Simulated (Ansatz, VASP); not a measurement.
## Ir: VASP beside Ansatz

The input INCAR:

```
ALGO = Normal
EDIFF = 1E-7
EDIFFG = -0.005
ENCUT = 560
GGA_COMPAT = False
IBRION = 2
ISIF = 3
ISMEAR = -1
LASPH = True
LCHARG = False
LREAL = False
LWAVE = False
NELM = 120
NELMIN = 4
NSW = 60
PREC = Accurate
SIGMA = 0.08
```

The input KPOINTS:

```
k-points
0
Gamma
  19 19 19
```

POSCAR

```
Ir
1.0
    0.0000000000      1.9197388244      1.9197388244
    1.9197388244      0.0000000000      1.9197388244
    1.9197388244      1.9197388244      0.0000000000
Ir
1
Direct
    0.0000000000      0.0000000000      0.0000000000
```

Input for Ansatz:

```yaml
crystal:
  lattice:
    - [0.0, 1.9197388244, 1.9197388244]
    - [1.9197388244, 0.0, 1.9197388244]
    - [1.9197388244, 1.9197388244, 0.0]
  atoms:
    - { symbol: Ir, position: [0.0, 0.0, 0.0] }
kpoints:
  mp_grid: { grid: [19, 19, 19] }
scf:
  occupations: { method: fermi_dirac, width: 0.08 }
hamiltonian:
  xc: lda
  pseudopotentials: { kind: paw }
output:
  forces: true
  stress: true
relax:
  f_tol: 0.005
  max_steps: 40
  cell: {}
```

Alike in both runs: task relaxation of cell and atoms; functional LDA; k mesh 19 × 19 × 19; occupations fermi-dirac, width 0.08 eV; no spin polarisation.

```csv
,VASP,Ansatz
version,VASP 6.6.1,Ansatz 0.2.0
potentials or method,"VASP PAW LDA potentials, release 64 (Ir_sv_GW)","PAW with Ansatz's default frozen-core files, scalar-relativistic"
plane-wave cutoff (eV),560,420
valence electrons in the cell,17,17
```

|  | VASP | Ansatz | Ansatz less VASP |
| --- | --- | --- | --- |
| relaxed volume (Å³/atom) | 13.84 | 13.85 | +0.003 |
| relaxed length of the cell vector where the two differ most in proportion (Å) | 2.695 | 2.695 | +0.0002 |

LDA's correlation is that of Perdew and Zunger in VASP and of Perdew and Wang (1992) in Ansatz.

Spin-orbit coupling is off throughout.
